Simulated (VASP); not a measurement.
# Ag in VASP: further runs

Aim: see how the results for Ag move with the level of theory and the settings. Levels: PBE+D3(BJ), PBE. Tasks: single point, molecular dynamics.

Program: VASP 6.6.1. These are calculated values, not measurements. Logs are shortened: lines on timing, memory, paths and dates and some standing lists are left out, and cuts for length are marked.

### Step 1. The cell of the first run

It takes space group R-3m (No. 166, trigonal). Conventional cell: a = 2.946 Å, b = 2.946 Å, c = 21.614 Å, α = 90.00°, β = 90.00°, γ = 120.00°. Ag (site symmetry -3m) has 12 Ag at 2.94 to 2.95 Å within 3.9 Å. Within 3.9 Å of Ag (site symmetry 3m) lie 12 Ag at 2.94 to 2.95 Å.

### Step 2. Single point, PBE+D3(BJ)

The input, INCAR:

```
PREC = Accurate ; ENCUT = 520
EDIFF = 1E-6 ; ISMEAR = 0
SIGMA = 0.1 ; LREAL = False
LASPH = True ; NELM = 60
ALGO = Normal ; ISIF = 2
LWAVE = False ; LCHARG = False
GGA = PE ; IVDW = 12
NBANDS = 24 ; ISYM = 0
```

The input, KPOINTS:

```
Automatic mesh
0
Gamma
  2 2 2
```

The input, POSCAR:

```
Ag
1.0
    1.4730471633      0.8504641762      7.2046500000
   -1.4730471633      0.8504641762      7.2046500000
    0.0000000000     -1.7009283525      7.2046500000
Ag
3
Direct
    0.0000000000      0.0000000000      0.0000000000
    0.7777190000      0.7777190000      0.7777190000
    0.2222810000      0.2222810000      0.2222810000
```

Potentials or basis: VASP PAW PBE potentials, release 64 (Ag).

On the command line:

```console
$ cat potpaw_PBE.64/Ag/POTCAR > POTCAR
$ mpirun -np 1 vasp_std > vasp.out
```

OUTCAR:

```text
PREC = Accurate
   ENCUT = 520
   EDIFF = 1E-6
   ISMEAR = 0
   LREAL = False
   LASPH = True
   NELM = 60
   ISIF = 2
   GGA = PE
   IVDW = 12
   ISYM = 0
 IVDW          = 12

 ion  position               nearest neighbor table
   1  0.000  0.000  0.000-   2 2.94   3 2.94   2 2.94   2 2.94   3 2.94   3 2.94
   2  0.778  0.778  0.778-   1 2.94   1 2.94   1 2.94   3 2.94   3 2.94   3 2.94
   3  0.222  0.222  0.222-   1 2.94   1 2.94   1 2.94   2 2.94   2 2.94   2 2.94

IMPORTANT INFORMATION: All symmetrisations will be switched off!
NOSYMM: (Re-)initialisation of all symmetry stuff for point group C_1.

----------------------------------------------------------------------------------------

                                     Primitive cell

  volume of cell :      54.1548

  direct lattice vectors                    reciprocal lattice vectors
     1.473047163  0.850464176  7.204650000     0.339432445  0.195971413  0.046266416
    -1.473047163  0.850464176  7.204650000    -0.339432445  0.195971413  0.046266416
     0.000000000 -1.700928353  7.204650000     0.000000000 -0.391942827  0.046266416

  length of vectors
     7.402711590  7.402711590  7.402711590     0.394664111  0.394664111  0.394664111

  position of ions in fractional coordinates (direct lattice)
     0.000000000  0.000000000  0.000000000
     0.777719000  0.777719000  0.777719000
     0.222281000  0.222281000  0.222281000

  ion indices of the primitive-cell ions
   primitive index   ion index
                 1           1
                 2           2
                 3           3

----------------------------------------------------------------------------------------

 KPOINTS: Automatic mesh

Automatic generation of k-mesh.
 Grid dimensions read from file:
 generate k-points for:    2    2    2

 Generating k-lattice:

  Cartesian coordinates                     Fractional coordinates (reciprocal lattice)
     0.169716222  0.097985707  0.023133208     0.500000000 -0.000000000  0.000000000
    -0.169716222  0.097985707  0.023133208    -0.000000000  0.500000000  0.000000000
     0.000000000 -0.195971413  0.023133208     0.000000000  0.000000000  0.500000000

  Length of vectors
     0.197332056  0.197332056  0.197332056

  Shift w.r.t. Gamma in fractional coordinates (k-lattice)
     0.000000000  0.000000000  0.000000000

 Subroutine IBZKPT returns following result:
 ===========================================

 Found      8 irreducible k-points:

 Following reciprocal coordinates:
            Coordinates               Weight
  0.000000  0.000000  0.000000      1.000000
  0.500000  0.000000  0.000000      1.000000
  0.000000  0.500000  0.000000      1.000000
  0.000000  0.000000  0.500000      1.000000
  0.500000  0.500000  0.000000      1.000000
  0.500000  0.000000  0.500000      1.000000
  0.000000  0.500000  0.500000      1.000000
  0.500000  0.500000  0.500000      1.000000
   k-points           NKPTS =      8   k-points in BZ     NKDIM =      8   number of bands    NBANDS=     24
   number of dos      NEDOS =    301   number of ions     NIONS =      3
   total plane-waves  NPLWV = 175616
   dimension x,y,z NGX =    56 NGY =   56 NGZ =   56
   dimension x,y,z NGXF=   112 NGYF=  112 NGZF=  112
   ions per type =               3
   NGX,Y,Z   is equivalent  to a cutoff of  12.58, 12.58, 12.58 a.u.
   NGXF,Y,Z  is equivalent  to a cutoff of  25.15, 25.15, 25.15 a.u.
 SYSTEM =  unknown system
   PREC   = accura    normal or accurate (medium, high low for compatibility)
   ISTART =      0    job   : 0-new  1-cont  2-samecut
   ICHARG =      2    charge: 1-file 2-atom 10-const
   ISPIN  =      1    spin polarized calculation?
   LNONCOLLINEAR =      F non collinear calculations
   LSORBIT =      F    spin-orbit coupling
   LASPH  =      T    aspherical Exc in radial PAW
   ENCUT  =  520.0 eV  38.22 Ry    6.18 a.u.  13.76 13.76 13.76*2*pi/ulx,y,z
   NELM   =     60;   NELMIN=  2; NELMDL= -5     # of ELM steps
   EDIFF  = 0.1E-05   stopping-criterion for ELM
   LREAL  =      F    real-space projection
   EDIFFG = 0.1E-04   stopping-criterion for IOM
   NSW    =      0    number of steps for IOM
   IBRION =     -1    ionic relax: 0-MD 1-quasi-New 2-CG
   NFREE  =      0    steps in history (QN), initial steepest desc. (CG)
   ISIF   =      2    stress and relaxation
   ISYM   =      0    0-nonsym 1-usesym 2-fastsym
   POTIM  = 0.5000    time-step for ionic-motion
   TEBEG  =    0.0;   TEEND  =   0.0 temperature during run
   PSTRESS=    0.0 pullay stress
   NELECT =      33.0000    total number of electrons
   NUPDOWN=      -1.0000    fix difference up-down
   EMIN   =  10.00;   EMAX   =-10.00  energy-range for DOS
   EFERMI =   0.00;   METHOD = LEGACY
   ISMEAR =     0;   SIGMA  =   0.10  broadening in eV -4-tet -1-fermi 0-gaus
   EFERMI_NEDOS =   21; number of points for ismear=-14 and -15
   IALGO  =     38    algorithm
   IMIX   =      4    mixing-type and parameters
     AMIX     =   0.40;   BMIX     =  1.00
     AMIX_MAG =   1.60;   BMIX_MAG =  1.00
  volume/ion in A,a.u.               =      18.05       121.82
  Fermi-wavevector in a.u.,A,eV,Ry     =   1.387929  2.622805 26.209536  1.926347
  Thomas-Fermi vector in A             =   2.512103
   LORBIT       =      0    0 simple, 1 ext, 2 COOP (PROOUT), +10 PAW based schemes
   GGA     = PE    functional components
   LHFCALC =     F    Hartree Fock is set to
   AEXX    =    0.0000 exact exchange contribution
   IVDW    =    12    specifies the selected vdW correction
   LEPSILON=     F    determine dielectric tensor
   LRPA    =     F    only Hartree local field effects (RPA)
 non-spin polarized calculation
 Gauss-broadening in eV      SIGMA  =   0.10
  energy-cutoff  :      520.00
  volume of cell :       54.15
 maximum number of plane-waves:      1485
 NGX is ok and might be reduce to    56
   NGX = 27   NGY = 27   NGZ = 27

 number of electron      33.0000001 magnetization

 Free energy of the ion-electron system (eV)
  ---------------------------------------------------
  ext. energy  EPLUGINS =         0.00000000
  ---------------------------------------------------
  free energy    TOTEN  =        -4.75518517 eV

  energy without entropy =       -4.73019747  energy(sigma->0) =       -4.74269132

 E-fermi :   8.0709     XC(G=0): -11.8906

 val. band max:        7.9983220875   @ k =   0.5000   0.5000   0.0000
 cond. band min:       8.1434755007   @ k =   0.5000   0.0000   0.5000
 fundamental gap:      0.1451534132
 Fermi energy:         8.0708987971

 k-point     1 :       0.0000    0.0000    0.0000
  band No.  band energies     occupation
      1       0.2863      2.00000
      2       1.6714      2.00000
      3       1.7020      2.00000
      4       3.0276      2.00000
      5       3.0276      2.00000
      6       3.0594      2.00000
[... 16 lines left out ...]
     23      24.4947      0.00000
     24      25.5633      0.00000

 k-point     2 :       0.5000    0.0000    0.0000
  band No.  band energies     occupation
      1       1.5914      2.00000
      2       1.8054      2.00000
      3       1.8693      2.00000
      4       2.1438      2.00000
      5       2.1605      2.00000
      6       3.0546      2.00000
[... 16 lines left out ...]
     23      19.3227      0.00000
     24      19.3858      0.00000

 k-point     3 :       0.0000    0.5000    0.0000
  band No.  band energies     occupation
      1       1.5914      2.00000
      2       1.8054      2.00000
      3       1.8693      2.00000
      4       2.1438      2.00000
      5       2.1605      2.00000
      6       3.0546      2.00000
[... 16 lines left out ...]
     23      19.3227      0.00000
     24      19.3858      0.00000

 k-point     4 :       0.0000    0.0000    0.5000
  band No.  band energies     occupation
      1       1.5914      2.00000
      2       1.8054      2.00000
      3       1.8693      2.00000
      4       2.1438      2.00000
      5       2.1605      2.00000
      6       3.0546      2.00000
[... 16 lines left out ...]
     23      19.3227      0.00000
     24      19.3858      0.00000

 k-point     5 :       0.5000    0.5000    0.0000
  band No.  band energies     occupation
      1       1.5953      2.00000
      2       1.6399      2.00000
      3       1.9456      2.00000
      4       2.0574      2.00000
      5       2.6237      2.00000
      6       2.7582      2.00000
[... 16 lines left out ...]
     23      18.0170      0.00000
     24      18.4715      0.00000

 k-point     6 :       0.5000    0.0000    0.5000
  band No.  band energies     occupation
      1       1.5953      2.00000
      2       1.6399      2.00000
      3       1.9456      2.00000
      4       2.0574      2.00000
      5       2.6237      2.00000
      6       2.7582      2.00000
[... 16 lines left out ...]
     23      18.0170      0.00000
     24      18.4715      0.00000

 k-point     7 :       0.0000    0.5000    0.5000
  band No.  band energies     occupation
      1       1.5953      2.00000
      2       1.6399      2.00000
      3       1.9456      2.00000
      4       2.0574      2.00000
      5       2.6237      2.00000
      6       2.7582      2.00000
[... 16 lines left out ...]
     23      18.0170      0.00000
     24      18.4715      0.00000

 k-point     8 :       0.5000    0.5000    0.5000
  band No.  band energies     occupation
      1       1.0019      2.00000
      2       1.0682      2.00000
      3       1.5785      2.00000
      4       2.9905      2.00000
      5       2.9997      2.00000
      6       3.0059      2.00000
[... 16 lines left out ...]
     23      23.9949      0.00000
     24      24.3682      0.00000

------------------------ aborting loop because EDIFF is reached ----------------------------------------

 Edisp (eV)   -1.66564

 E8    (eV) :    -0.7275

  FORCE on cell =-STRESS in cart. coord.  units (eV):
  Direction    XX          YY          ZZ          XY          YZ          ZX
  --------------------------------------------------------------------------------------
  -------------------------------------------------------------------------------------
  Total       1.65164     1.65163    -2.50683    -0.00000    -0.00001    -0.00001
  in kB      48.86409    48.86383   -74.16508    -0.00014    -0.00019    -0.00021
  external pressure =        7.85 kB  Pullay stress =        0.00 kB

 VOLUME and BASIS-vectors are now :
 -----------------------------------------------------------------------------
  energy-cutoff  :      520.00
  volume of cell :       54.15
      direct lattice vectors                 reciprocal lattice vectors
     1.473047163  0.850464176  7.204650000     0.339432445  0.195971413  0.046266416
    -1.473047163  0.850464176  7.204650000    -0.339432445  0.195971413  0.046266416
     0.000000000 -1.700928353  7.204650000     0.000000000 -0.391942827  0.046266416

 POSITION                                       TOTAL-FORCE (eV/Angst)
 -----------------------------------------------------------------------------------
      0.00000      0.00000      0.00000        -0.000000      0.000000     -0.000029
      0.00000     -0.00000     16.80958        -0.000006      0.000002     -0.216149
      0.00000     -0.00000      4.80437         0.000006     -0.000002      0.216177
 -----------------------------------------------------------------------------------
    total drift:                               -0.000003     -0.000003      0.000000

  FREE ENERGIE OF THE ION-ELECTRON SYSTEM (eV)
  ---------------------------------------------------
  free  energy   TOTEN  =        -6.4208243595 eV

  energy  without entropy=       -6.3958366592  energy(sigma->0) =       -6.40833051
```

Run time: 45 s. Hardware: 1 thread of Intel Xeon Platinum 8488C (Sapphire Rapids), shared host; peak memory 0.38 GiB.

Results:

```yaml
Free_energy: -6.4208 eV
Pressure: 0.8 GPa
Largest_force: 0.216 eV/Å
Dispersion_energy_per_atom: -0.555 eV
```

Forces in eV/Å, atoms in the order of the input:
```
Ag   0.000  0.000  0.000
Ag   0.000  0.000 -0.216
Ag   0.000  0.000  0.216
```

Levels at points of the mesh, in eV from the Fermi level:
```tsv
k point	band 13	band 14	band 15	band 16	band 17	band 18	band 19	band 20
(0.00, 0.00, 0.00)	-3.67	-3.67	-3.57	-3.57	-3.53	-3.50	7.22	7.24
(0.50, 0.00, 0.00)	-3.31	-3.28	-3.27	-0.46	0.77	0.84	4.22	4.45
(0.00, 0.50, 0.00)	-3.31	-3.28	-3.27	-0.46	0.77	0.84	4.22	4.45
(0.00, 0.00, 0.50)	-3.31	-3.28	-3.27	-0.46	0.77	0.84	4.22	4.45
(0.50, 0.50, 0.00)	-3.31	-3.26	-3.24	-0.07	0.07	1.02	3.40	5.32
(0.50, 0.00, 0.50)	-3.31	-3.26	-3.24	-0.07	0.07	1.02	3.40	5.32
(0.00, 0.50, 0.50)	-3.31	-3.26	-3.24	-0.07	0.07	1.02	3.40	5.32
(0.50, 0.50, 0.50)	-4.11	-3.98	-3.98	-3.42	-3.42	-0.63	2.91	13.33
```

Caveat: the k points lie up to 1.24 Å⁻¹ apart; pairwise dispersion overbinds metals, which lowers pressure and volume.

(Continued in part 2 of 3.)
